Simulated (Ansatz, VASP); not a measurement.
## ZrN: VASP beside Ansatz

```
Zr N
1.0
     0.00000    2.29427    2.29427
     2.29427    0.00000    2.29427
     2.29427    2.29427    0.00000
Zr N
1 1
Direct
  0.50000 0.50000 0.50000
  0.00000 0.00000 0.00000
```

Alike in both runs: task relaxation of cell and atoms; functional PBEsol; k mesh 16 × 16 × 16; occupations gaussian, width 0.1 eV; no spin polarisation.

|  | VASP | Ansatz |
| --- | --- | --- |
| version | VASP 6.6.1 | Ansatz 0.2.0 |
| potentials or method | VASP PAW PBE potentials, release 64 (Zr_sv, N), cutoff 600 eV | scalar-relativistic, plane waves, PAW |
| valence electrons in the cell | 17 | 17 |

```csv
,VASP,Ansatz,Ansatz less VASP
"gap on the k mesh at the Fermi level, each at its own relaxed structure (eV)",none,none,-
relaxed volume (Å³/atom),11.80,11.80,-0.007
relaxed cell length with the largest relative difference (Å),3.220,3.219,-0.0007
```

VASP's potentials were made for PBE, not for PBEsol, and Ansatz warns of the same on its side. A gap of «none» marks a metal or a gap that the smearing closes.
